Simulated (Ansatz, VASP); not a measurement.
## B3As2 in VASP and in Ansatz

Contents of INCAR:

```
  PREC = Accurate
  ENCUT = 600
  EDIFF = 1E-6
  ISMEAR = 0
  SIGMA = 0.1
  LREAL = False
  LASPH = True
  NELM = 80
  ALGO = Normal
  ISIF = 3
  LWAVE = False
  LCHARG = False
  GGA = PE
  IBRION = 2
  NSW = 100
  EDIFFG = -0.01
```

The input KPOINTS:

```
regular mesh
0
Gamma
  12 12 8
```

The input POSCAR:

```
B3As2
1.0
    4.5435777774      0.0000000000      0.0000000000
   -2.2717888887      3.9348537793      0.0000000000
    0.0000000000      0.0000000000      4.7135445997
B As
3 2
Direct
    0.0000000000      0.0000000000      0.1690955809
    0.0000000000      0.0000000000      0.8309044191
    0.0000000000      0.0000000000      0.5000000000
    0.3333333333      0.6666666667      0.0000000000
    0.6666666667      0.3333333333      0.0000000000
```

Input for Ansatz:

```yaml
crystal:
  lattice:
    - [4.5435777774, 0.0, 0.0]
    - [-2.2717888887, 3.9348537793, 0.0]
    - [0.0, 0.0, 4.7135445997]
  atoms:
    - { symbol: B, position: [0.0, 0.0, 0.1690955809] }
    - { symbol: B, position: [0.0, 0.0, 0.8309044191] }
    - { symbol: B, position: [0.0, 0.0, 0.5] }
    - { symbol: As, position: [0.3333333333, 0.6666666667, 0.0] }
    - { symbol: As, position: [0.6666666667, 0.3333333333, 0.0] }
basis:
  ecutwfc: 420
kpoints:
  mp_grid: { grid: [12, 12, 8] }
hamiltonian:
  xc: pbe
scf:
  occupations: { method: gaussian, width: 0.1 }
output:
  forces: true
  stress: true
  eigenvalues: true
  write_density: true
  write_potential: true
  elf: true
  volumetric_format: npy
relax:
  adjacent_minimum: "off"
  f_tol: 0.01
  max_steps: 80
  cell: { stress_tol: 0.05 }
```

Alike in both runs: task relaxation of cell and atoms; functional PBE; k mesh 12 × 12 × 8; occupations gaussian, width 0.1 eV; no spin polarisation.

```csv
,VASP,Ansatz
version,VASP 6.6.1,Ansatz 0.2.0
potentials or method,"VASP PAW PBE potentials, release 64 (B, As), cutoff 600 eV","scalar-relativistic, plane waves, PAW"
valence electrons in the cell,19,39
```

Ansatz gave:

```
gap on the k mesh at the Fermi level, each at its own relaxed structure (eV) : none
relaxed volume (Å³/atom)                                                     : 17.18
relaxed cell length with the largest relative difference (Å)                 : 4.712
```

Task: Estimate VASP's values.

Result: gap on the k mesh at the Fermi level, each at its own relaxed structure (eV): none; relaxed volume (Å³/atom): 17.18; relaxed cell length with the largest relative difference (Å): 4.710.

A gap of «none» marks a metal or a gap that the smearing closes. VASP's potentials hold 19 valence electrons a cell and Ansatz's 39, so a difference there can come from the potentials and not from the codes.
